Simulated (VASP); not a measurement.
The system is P.

```
P
1.0
     0.00000    4.40275    4.40275
     4.40275    0.00000    4.40275
     4.40275    4.40275    0.00000
P
8
Direct
  0.86142 0.86142 0.86142
  0.86142 0.86142 0.41573
  0.86142 0.41573 0.86142
  0.41573 0.86142 0.86142
  0.13858 0.13858 0.58427
  0.13858 0.13858 0.13858
  0.13858 0.58427 0.13858
  0.58427 0.13858 0.13858
```

The cell was generated, and may not be a known phase.

* Program: VASP 6.6.1
* Task: relaxation of cell and atoms
* Functional: PBE
* Potentials or basis: VASP PAW PBE potentials, release 64 (P)
* Cutoff: 600 eV
* k mesh: 4 × 4 × 4
* Occupations: gaussian, width 0.1 eV
* Spin: no spin polarisation

At the start: pressure -6.3 GPa; volume 21.34 Å³/atom.

Task: Where does the relaxation end?

Result: Over 8 steps the energy falls by 57.1 meV/atom and the volume is 19.95 Å³/atom (-6.5 %); space group Fm-3m (No. 225, to 0.1 Å) before and after.

The path:
```tsv
step	energy change (eV)	largest force (eV/Å)	pressure (GPa)	volume (Å³)
1	0.0000	0.8456	-6.25	170.69
2	-0.3909	0.2048	2.94	150.94
3	-0.4379	0.1268	0.33	155.40
4	-0.4377	0.1069	0.49	155.10
5	-0.4443	0.0688	0.50	155.87
6	-0.4541	0.0397	0.58	158.17
7	-0.4542	0.0852	-0.57	161.03
8	-0.4566	0.0239	-0.01	159.61
```

Final structure:
```xyz
8
Lattice="0.0000 4.3054 4.3054 4.3054 0.0000 4.3054 4.3054 4.3054 0.0000" Properties=species:S:1:pos:R:3 pbc="T T T"
P     7.4496    7.4496    7.4496
P     5.4665    5.4665    7.4496
P     5.4665    7.4496    5.4665
P     7.4496    5.4665    5.4665
P     3.1442    3.1442    1.1612
P     1.1612    1.1612    1.1612
P     3.1442    1.1612    3.1442
P     1.1612    3.1442    3.1442
```

Caveat: this functional lacks dispersion, which holds the molecules together, so the pressure and a relaxed volume are unreliable.
